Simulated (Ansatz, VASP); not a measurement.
# GaN: VASP beside Ansatz

```
Ga N
1.0
     3.33900    0.00000    0.00000
    -1.66950    2.89166    0.00000
     0.00000    0.00000    5.29515
Ga N
2 2
Direct
  0.33333 0.66667 0.00000
  0.66667 0.33333 0.50000
  0.33333 0.66667 0.37500
  0.66667 0.33333 0.87500
```

Change from the starting cell: strain +0.050 along x and y, +0.025 along z, atoms carried along.

Alike in both runs: task single point; functional r2SCAN; k mesh 12 × 12 × 6; occupations gaussian, width 0.05 eV; no spin polarisation.

```csv
,VASP,Ansatz
version,VASP 6.6.1,Ansatz 0.2.0
potentials or method,"VASP PAW PBE potentials, release 64 (Ga_d, N), cutoff 520 eV","scalar-relativistic, plane waves, PAW"
valence electrons in the cell,36,36
```

|  | VASP | Ansatz | Ansatz less VASP |
| --- | --- | --- | --- |
| gap on the k mesh at the Fermi level (eV) | 1.56 | 1.57 | +0.002 |
| least direct gap on the mesh (eV) | 1.56 | 1.57 | +0.002 |
| pressure (GPa) | -17.0 | -17.6 | -0.65 |
| traceless stress, the component that is largest in VASP (GPa) | 5.45 | 5.30 | -0.153 |
| rms of the force components (eV/Å) | 0.139 | 0.133 | -0.0064 |

VASP's potentials were made for PBE, not for r2SCAN. Atom by atom the forces differ by 0.006 eV/Å (rms over components). The functional is the same, so the differences come from potentials, cutoffs and numerics.
